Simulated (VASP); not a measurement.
# H (P6_3/mmc) in VASP: a series of runs, part 2 of 2

VASP 6.6.1.

## Step 3: Single point, PBE, collinear spin, ferromagnetic start (volume 50.560 Å^3 an atom, c/a of the conventional cell 0.8481)

INCAR

```
PREC = Accurate ; ENCUT = 520
EDIFF = 1E-6 ; ISMEAR = 0
SIGMA = 0.05 ; LREAL = F
LASPH = T ; NELM = 150
ALGO = Normal ; ISIF = 2
LWAVE = F ; LCHARG = F
ISPIN = 2 ; MAGMOM = 1.05 1.05
LORBIT = 11 ; GGA = PE
NBANDS = 12
```

KPOINTS

```
regular mesh
0
Gamma
  6 6 6
```

POSCAR

```
H
1.0
    5.1636063001      0.0000000000      0.0000000000
   -2.5818031500      4.4718142310      0.0000000000
    0.0000000000      0.0000000000      4.3792545031
H
2
Direct
    0.3333333333      0.6666666667      0.2500000000
    0.6666666667      0.3333333333      0.7500000000
```

Potentials or basis: VASP PAW PBE potentials, release 64 (H).

Started as:

```console
cat potpaw_PBE.64/H/POTCAR > POTCAR
mpirun -np 1 vasp_std > vasp.out
```

OUTCAR:

```text
PREC = Accurate
   ENCUT = 520
   EDIFF = 1E-6
   ISMEAR = 0
   LREAL = F
   LASPH = T
   NELM = 150
   ISIF = 2
   ISPIN = 2
   LORBIT = 11
   GGA = PE

 ion  position               nearest neighbor table
   1  0.333  0.667  0.250-
   2  0.667  0.333  0.750-

  LATTYP: Found a hexagonal cell.
 ALAT       =     5.1636063001
 C/A-ratio  =     0.8481000000

  Lattice vectors:

 A1 = (   5.1636063001,   0.0000000000,   0.0000000000)
 A2 = (  -2.5818031500,   4.4718142310,   0.0000000000)
 A3 = (   0.0000000000,   0.0000000000,   4.3792545031)

Analysis of symmetry for initial positions (statically):
=====================================================================
 Subroutine PRICEL returns:
 Original cell was already a primitive cell.

 Routine SETGRP: Setting up the symmetry group for a
 hexagonal supercell.

 Subroutine GETGRP returns: Found 24 space group operations
 (whereof 12 operations were pure point group operations)
 out of a pool of 24 trial point group operations.

The static configuration has the point symmetry D_3d.
 The point group associated with its full space group is D_6h.

Analysis of symmetry for dynamics (positions and initial velocities):
=====================================================================
 Subroutine PRICEL returns:
 Original cell was already a primitive cell.

 Routine SETGRP: Setting up the symmetry group for a
 hexagonal supercell.

 Subroutine GETGRP returns: Found 24 space group operations
 (whereof 12 operations were pure point group operations)
 out of a pool of 24 trial point group operations.

The dynamic configuration has the point symmetry D_3d.
 The point group associated with its full space group is D_6h.

Analysis of structural, dynamic, and magnetic symmetry:
=====================================================================
 Subroutine PRICEL returns:
 Original cell was already a primitive cell.

 Routine SETGRP: Setting up the symmetry group for a
 hexagonal supercell.

 Subroutine GETGRP returns: Found 24 space group operations
 (whereof 12 operations were pure point group operations)
 out of a pool of 24 trial point group operations.

The overall configuration has the point symmetry D_3d.
 The point group associated with its full space group is D_6h.

 Subroutine INISYM returns: Found 24 space group operations
 (whereof 12 operations are pure point group operations),
 and found     1 'primitive' translations

----------------------------------------------------------------------------------------

                                     Primitive cell

  volume of cell :     101.1200

  direct lattice vectors                    reciprocal lattice vectors
     5.163606300  0.000000000  0.000000000     0.193663099  0.111811443  0.000000000
    -2.581803150  4.471814231  0.000000000     0.000000000  0.223622885  0.000000000
     0.000000000  0.000000000  4.379254503     0.000000000  0.000000000  0.228349368

  length of vectors
     5.163606300  5.163606300  4.379254503     0.223622885  0.223622885  0.228349368

  position of ions in fractional coordinates (direct lattice)
     0.333333333  0.666666667  0.250000000
     0.666666667  0.333333333  0.750000000

  ion indices of the primitive-cell ions
[... 75 lines left out ...]
   EDIFF  = 0.1E-05   stopping-criterion for ELM
   LREAL  =      F    real-space projection
[... 7 lines left out ...]
   TEBEG  =    0.0;   TEEND  =   0.0 temperature during run
   PSTRESS=    0.0 pullay stress
   NELECT =       2.0000    total number of electrons
   NUPDOWN=      -1.0000    fix difference up-down
   EMIN   =  10.00;   EMAX   =-10.00  energy-range for DOS
   EFERMI =   0.00;   METHOD = LEGACY
   ISMEAR =     0;   SIGMA  =   0.05  broadening in eV -4-tet -1-fermi 0-gaus
   EFERMI_NEDOS =   21; number of points for ismear=-14 and -15
   IALGO  =     38    algorithm
   IMIX   =      4    mixing-type and parameters
     AMIX     =   0.40;   BMIX     =  1.00
     AMIX_MAG =   1.60;   BMIX_MAG =  1.00
  volume/ion in A,a.u.               =      50.56       341.20
  Fermi-wavevector in a.u.,A,eV,Ry     =   0.442730  0.836639  2.666878  0.196010
  Thomas-Fermi vector in A             =   1.418807
   LORBIT       =     11    0 simple, 1 ext, 2 COOP (PROOUT), +10 PAW based schemes
   GGA     = PE    functional components
   LHFCALC =     F    Hartree Fock is set to
   AEXX    =    0.0000 exact exchange contribution
   IVDW    =     0    specifies the selected vdW correction
   LEPSILON=     F    determine dielectric tensor
   LRPA    =     F    only Hartree local field effects (RPA)
 spin polarized calculation
 Gauss-broadening in eV      SIGMA  =   0.05
  energy-cutoff  :      520.00
  volume of cell :      101.12
 maximum number of plane-waves:      2765
 NGX is ok and might be reduce to    40
   NGX = 19   NGY = 19   NGZ = 17

 number of electron       2.0000000 magnetization       2.0000000

 Free energy of the ion-electron system (eV)
  ---------------------------------------------------
  ext. energy  EPLUGINS =         0.00000000
  ---------------------------------------------------
  free energy    TOTEN  =        -2.23519537 eV

  energy without entropy =       -2.23519537  energy(sigma->0) =       -2.23519537

 E-fermi :  -6.3420     XC(G=0):   0.6182

 val. band max:       -6.5889101964   @ k =   0.0000   0.0000   0.0000
 cond. band min:       0.2068573968   @ k =   0.3333   0.3333   0.0000
 fundamental gap:      6.7957675931
 Fermi energy:        -6.3420174934

 spin component 1

 k-point     1 :       0.0000    0.0000    0.0000
  band No.  band energies     occupation
      1      -7.7606      1.00000
      2      -6.5889      1.00000
      3       1.3944      0.00000
      4       3.7088      0.00000
      5       3.7088      0.00000
      6       4.1746      0.00000
      7       4.7418      0.00000
      8       4.7418      0.00000
      9       5.5929      0.00000
     10       7.5149      0.00000
     11       9.4109      0.00000
     12      11.0936      0.00000
[... 333 lines left out ...]
      1      -7.0284      1.00000
      2      -7.0284      1.00000
      3       1.1082      0.00000
      4       1.1082      0.00000
      5       3.8746      0.00000
      6       3.8746      0.00000
      7       4.4245      0.00000
      8       4.4245      0.00000
      9       7.4414      0.00000
     10       7.4414      0.00000
     11       9.7656      0.00000
     12       9.7656      0.00000

 [... further k-points ...]

 spin component 2

 k-point     1 :       0.0000    0.0000    0.0000
  band No.  band energies     occupation
      1       3.3324      0.00000
      2       9.9027      0.00000
      3       9.9040      0.00000
      4      10.6954      0.00000
      5      11.0388      0.00000
      6      11.0957      0.00000
      7      12.0763      0.00000
      8      12.0770      0.00000
      9      14.2553      0.00000
     10      17.6389      0.00000
     11      17.9143      0.00000
     12      17.9165      0.00000
[... 333 lines left out ...]
      1       5.8546      0.00000
      2       5.8546      0.00000
      3       8.9461      0.00000
      4       8.9461      0.00000
      5      11.0181      0.00000
      6      11.0181      0.00000
      7      12.7984      0.00000
      8      12.7984      0.00000
      9      16.5347      0.00000
     10      16.5347      0.00000
     11      16.8144      0.00000
     12      16.8144      0.00000

 [... further k-points ...]
[... 5 lines left out ...]
  --------------------------------------------------------------------------------------
  -------------------------------------------------------------------------------------
  Total        0.0224900      0.0224900      0.0341551      0.0000000     -0.0000000      0.0000000
  in kB        0.3563380      0.3563380      0.5411636      0.0000000     -0.0000000      0.0000000
  external PRESSURE =       0.4179465 kB  Pullay stress =       0.0000000 kB

 VOLUME and BASIS-vectors are now :
 -----------------------------------------------------------------------------
  energy-cutoff  :      520.00
  volume of cell :      101.12
      direct lattice vectors                 reciprocal lattice vectors
     5.163606300  0.000000000  0.000000000     0.193663099  0.111811443  0.000000000
    -2.581803150  4.471814231  0.000000000     0.000000000  0.223622885  0.000000000
     0.000000000  0.000000000  4.379254503     0.000000000  0.000000000  0.228349368

 POSITION                                       TOTAL-FORCE (eV/Angst)
 -----------------------------------------------------------------------------------
     -0.00000      2.98121      1.09481         0.000000      0.000000      0.000000
      2.58180      1.49060      3.28444        -0.000000      0.000000      0.000000
 -----------------------------------------------------------------------------------
    total drift:                               -0.000000      0.000000     -0.000000

  FREE ENERGIE OF THE ION-ELECTRON SYSTEM (eV)
  ---------------------------------------------------
  free  energy   TOTEN  =        -2.2351953693 eV

  energy  without entropy=       -2.2351953693  energy(sigma->0) =       -2.23519537

 total charge

# of ion       s       p       d       tot
------------------------------------------
    1        0.381   0.000   0.000   0.381
    2        0.381   0.000   0.000   0.381
--------------------------------------------------
tot          0.761   0.000   0.000   0.761

 magnetization (x)

# of ion       s       p       d       tot
------------------------------------------
    1        0.381   0.000   0.000   0.381
    2        0.381   0.000   0.000   0.381
--------------------------------------------------
tot          0.761   0.000   0.000   0.761
```

OSZICAR:

```text
N       E                     dE             d eps       ncg     rms          rms(c)
DAV:   1     0.372213599187E+01    0.37221E+01   -0.54639E+02  1344   0.103E+02
DAV:   2    -0.305640400290E+00   -0.40278E+01   -0.39595E+01  1588   0.194E+01
DAV:   3    -0.545750580816E+00   -0.24011E+00   -0.23980E+00  1728   0.430E+00
[... 13 lines left out ...]
DAV:  17    -0.223517774812E+01   -0.33830E-04   -0.66124E-10  1020   0.103E-04    0.117E-05
DAV:  18    -0.223518241693E+01   -0.46688E-05   -0.36541E-11  1128   0.263E-05    0.440E-06
DAV:  19    -0.223518967647E+01   -0.72595E-05   -0.41984E-11  1016   0.282E-05    0.519E-06
DAV:  20    -0.223519413433E+01   -0.44579E-05   -0.85561E-12  1068   0.125E-05    0.371E-07
DAV:  21    -0.223519543827E+01   -0.13039E-05   -0.17158E-12  1020   0.635E-06    0.603E-07
DAV:  22    -0.223519536926E+01    0.69007E-07   -0.96754E-14  1108   0.180E-06
   1 F= -.22351954E+01 E0= -.22351954E+01  d E =-.168182E-14  mag=     2.0000
```

stdout:

```text
POSCAR found type information on POSCAR H
 POSCAR found :  1 types and       2 ions
 scaLAPACK will be used
 LDA part: xc-table for (Slater+PW92), standard interpolation
 POSCAR, INCAR and KPOINTS ok, starting setup
 FFT: planning ... GRIDC
 FFT: planning ... GRID_SOFT
 FFT: planning ... GRID
 WAVECAR not read
 entering main loop
```

It took 31 s on 1 thread of Intel Xeon 6975P-C (Granite Rapids), shared host; peak memory 0.27 GiB.

Results:

```yaml
Free_energy: -2.2352 eV
Pressure: 0.0 GPa
Band_gap_on_the_k_mesh: 6.80 eV, indirect (least direct gap 7.31 eV)
Net_moment: 2.00 μB per cell
Site_moments: H +0.38 μB
Valence_electrons_inside_the_program's_atomic_spheres: H 0.38
```

Levels at points of the mesh, in eV from the valence-band top:
Spin up:
```csv
k point,band 1,band 2,band 3,band 4,band 5
"(0.00, 0.00, 0.00)",-1.17,0.00,7.98,10.30,10.30
"(0.50, 0.00, 0.00)",-0.74,-0.37,6.97,8.94,9.29
"(0.00, 0.00, 0.50)",-0.50,-0.50,8.00,8.00,11.94
"(0.50, 0.00, 0.50)",-0.42,-0.42,7.62,7.62,10.09
```
Spin down:
| k point | band 1 | band 2 | band 3 |
| --- | --- | --- | --- |
| (0.00, 0.00, 0.00) | 9.92 | 16.49 | 16.49 |
| (0.50, 0.00, 0.00) | 10.84 | 13.02 | 15.49 |
| (0.00, 0.00, 0.50) | 11.85 | 11.85 | 18.41 |
| (0.50, 0.00, 0.50) | 12.78 | 12.78 | 14.85 |

 A k mesh can miss the band edges.

## Step 4: Single point, PBE, collinear spin, ferromagnetic start (volume 50.560 Å^3 an atom, c/a of the conventional cell 0.7512)

INCAR

```
ALGO     = Normal         # electronic algorithm
EDIFF    = 1E-6           # SCF threshold, eV
ENCUT    = 520            # plane-wave cutoff, eV
GGA      = PE             # functional
ISIF     = 2              # what is computed and relaxed
ISMEAR   = 0              # smearing method
ISPIN    = 2              # spin polarisation
LASPH    = T              # aspherical terms in the spheres
LCHARG   = T              # write CHGCAR
LELF     = T              # ELF
LORBIT   = 11             # projections on sites
LREAL    = F              # projectors in reciprocal space
LVHAR    = T            
LWAVE    = F              # write WAVECAR
MAGMOM   = 1.05 1.05      # initial moments
NBANDS   = 12             # bands
NELM     = 150            # most SCF steps
PREC     = Accurate       # precision mode
SIGMA    = 0.05           # smearing width, eV
```

KPOINTS

```
k-points
0
Gamma
  6 6 6
```

POSCAR

```
H
1.0
    5.3767766079      0.0000000000      0.0000000000
   -2.6883883039      4.6564251329      0.0000000000
    0.0000000000      0.0000000000      4.0388938881
H
2
Direct
    0.3333333333      0.6666666667      0.2500000000
    0.6666666667      0.3333333333      0.7500000000
```

Started as:

```console
cat potpaw_PBE.64/H/POTCAR > POTCAR
mpirun -np 1 vasp_std > vasp.out
```

Run time: 28 s. Hardware: 1 thread of Intel Xeon 6975P-C (Granite Rapids), shared host; peak memory 0.25 GiB.

The run converged. Its results:

| Quantity | Value |
| --- | --- |
| Free energy | -2.2343 eV |
| Pressure | 0.0 GPa |
| Band gap on the k mesh | 6.70 eV, indirect (least direct gap 7.25 eV) |
| Net moment | 2.00 μB per cell |
| Site moments | H +0.38 μB |
| Valence electrons inside the program's atomic spheres | H 0.38 |

Levels at points of the mesh, in eV from the valence-band top:
Spin up:
```
           k point  band 1  band 2  band 3  band 4  band 5  band 6
(0.00, 0.00, 0.00)   -1.15    0.00    7.96    9.86    9.86   10.89
(0.50, 0.00, 0.00)   -0.75   -0.39    6.93    8.62    9.39   11.87
(0.00, 0.00, 0.50)   -0.39   -0.39    8.09    8.09   11.85   11.85
(0.50, 0.00, 0.50)   -0.33   -0.33    7.80    7.80   10.16   10.16
```
Spin down:
```
           k point  band 1  band 2  band 3  band 4  band 5
(0.00, 0.00, 0.00)    9.82   15.78   15.78   17.35   18.13
(0.50, 0.00, 0.00)   10.54   12.94   14.95   16.67   19.71
(0.00, 0.00, 0.50)   12.10   12.10   18.05   18.05   18.05
(0.50, 0.00, 0.50)   12.83   12.83   15.12   15.12   17.24
```

 A k mesh can miss the band edges.

## Step 5: Single point, PBE, collinear spin, ferromagnetic start (volume 50.560 Å^3 an atom, c/a of the conventional cell 0.6654)

INCAR

```
PREC     = Accurate       # precision mode
ENCUT    = 520            # plane-wave cutoff, eV
EDIFF    = 1E-7           # SCF threshold, eV
ISMEAR   = 0              # smearing method
SIGMA    = 0.05           # smearing width, eV
LREAL    = F              # projectors in reciprocal space
LASPH    = T              # aspherical terms in the spheres
NELM     = 150            # most SCF steps
ALGO     = Normal         # electronic algorithm
ISIF     = 2              # what is computed and relaxed
LWAVE    = F              # write WAVECAR
LCHARG   = F              # write CHGCAR
ISPIN    = 2              # spin polarisation
MAGMOM   = 1.05 1.05      # initial moments
LORBIT   = 11             # projections on sites
GGA      = PE             # functional
NBANDS   = 12             # bands
```

KPOINTS

```
regular mesh
0
Gamma
  6 6 6
```

POSCAR

```
H
1.0
    5.5985368903      0.0000000000      0.0000000000
   -2.7992684451      4.8484751710      0.0000000000
    0.0000000000      0.0000000000      3.7252664468
H
2
Direct
    0.3333333333      0.6666666667      0.2500000000
    0.6666666667      0.3333333333      0.7500000000
```

Started as:

```console
cat potpaw_PBE.64/H/POTCAR > POTCAR
mpirun -np 1 vasp_std > vasp.out
```

It took 32 s on 1 thread of Intel Xeon 6975P-C (Granite Rapids), shared host; peak memory 0.26 GiB.

The run converged. Its results:

* Free energy: -2.2327 eV
* Pressure: 0.1 GPa
* Band gap on the k mesh: 6.65 eV, indirect (least direct gap 7.21 eV)
* Net moment: 2.00 μB per cell
* Site moments: H +0.38 μB
* Valence electrons inside the program's atomic spheres: H 0.38

Levels at points of the mesh, in eV from the valence-band top:
Spin up:
| k point | band 1 | band 2 | band 3 | band 4 | band 5 | band 6 |
| --- | --- | --- | --- | --- | --- | --- |
| (0.00, 0.00, 0.00) | -1.10 | -0.02 | 7.94 | 9.50 | 9.50 | 10.51 |
| (0.50, 0.00, 0.00) | -0.74 | -0.39 | 6.91 | 8.37 | 9.45 | 11.97 |
| (0.00, 0.00, 0.50) | -0.23 | -0.23 | 8.26 | 8.26 | 11.90 | 11.90 |
| (0.50, 0.00, 0.50) | -0.19 | -0.19 | 8.06 | 8.06 | 10.33 | 10.33 |
Spin down:
```tsv
k point	band 1	band 2	band 3
(0.00, 0.00, 0.00)	9.75	15.19	15.19
(0.50, 0.00, 0.00)	10.33	12.86	14.49
(0.00, 0.00, 0.50)	12.44	12.44	17.88
(0.50, 0.00, 0.50)	13.03	13.03	15.48
```

## Step 6: Overview

| cell | gap on the mesh (eV) | pressure (GPa) | moment (μB) |
| --- | --- | --- | --- |
| a = 5.269, b = 5.269, c = 4.206 Å, angles 90.0, 90.0, 120.0°, 2 atoms | 6.74 | 0.0 | 2.00 |
| a = 5.164, b = 5.164, c = 4.379 Å, angles 90.0, 90.0, 120.0°, 2 atoms | 6.80 | 0.0 | 2.00 |
| a = 5.377, b = 5.377, c = 4.039 Å, angles 90.0, 90.0, 120.0°, 2 atoms | 6.70 | 0.0 | 2.00 |
| a = 5.599, b = 5.599, c = 3.725 Å, angles 90.0, 90.0, 120.0°, 2 atoms | 6.65 | 0.1 | 2.00 |

Alike in all rows: task single point; level PBE; potentials or basis VASP PAW PBE potentials, release 64 (H); spin collinear, ferromagnetic start; k mesh 6 × 6 × 6; cutoff (eV) 520; smearing gaussian 0.05 eV.

Total energies depend on the potentials used, so only differences within one code and one set of settings carry meaning.
